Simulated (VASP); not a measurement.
Crystal: Li3SI.

```xyz
5
Lattice="4.5377 0.0000 0.0000 0.0000 4.5377 0.0000 0.0000 0.0000 4.5377" Properties=species:S:1:pos:R:3 pbc="T T T"
I     0.0000    0.0000    0.0000
S     2.2688    2.2688    2.2688
Li    2.2688    2.2688    0.0000
Li    2.2688    0.0000    2.2688
Li    0.0000    2.2688    2.2688
```

```yaml
Program: VASP 6.6.1
Task: relaxation of cell and atoms
Functional: PBEsol
Potentials_or_basis: VASP PAW PBE potentials, release 64 (I, S, Li_sv)
Cutoff: 600 eV
k_mesh: 6 × 6 × 6
Occupations: fermi-dirac, width 0.03 eV
Spin: no spin polarisation
```

At the start: pressure 3.3 GPa; volume 18.69 Å³/atom.

Q: How do energy, volume and symmetry change on relaxing?

A: Over 4 steps the energy falls by 17.0 meV/atom and the volume is 20.50 Å³/atom (+9.7 %); space group Pm-3m (No. 221, to 0.05 Å).

The path:
```csv
step,energy change (eV),largest force (eV/Å),pressure (GPa),volume (Å³)
1,0.0000,0.0000,3.26,93.43
2,-0.0713,0.0000,1.20,98.66
3,-0.0850,0.0000,-0.13,102.94
4,-0.0852,0.0000,0.00,102.51
```

Final structure:
```
I S Li
1.0
     4.68011    0.00000    0.00000
     0.00000    4.68011    0.00000
     0.00000    0.00000    4.68011
I S Li
1 1 3
Direct
  0.00000 0.00000 0.00000
  0.50000 0.50000 0.50000
  0.50000 0.50000 0.00000
  0.50000 0.00000 0.50000
  0.00000 0.50000 0.50000
```

Caveat: the cutoff is under 1.25 times the usual one of these potentials, so pressure, stress and relaxed cells hold a basis-set (Pulay) error; the PAW data sets were made with another functional, which shifts forces and pressure a little.
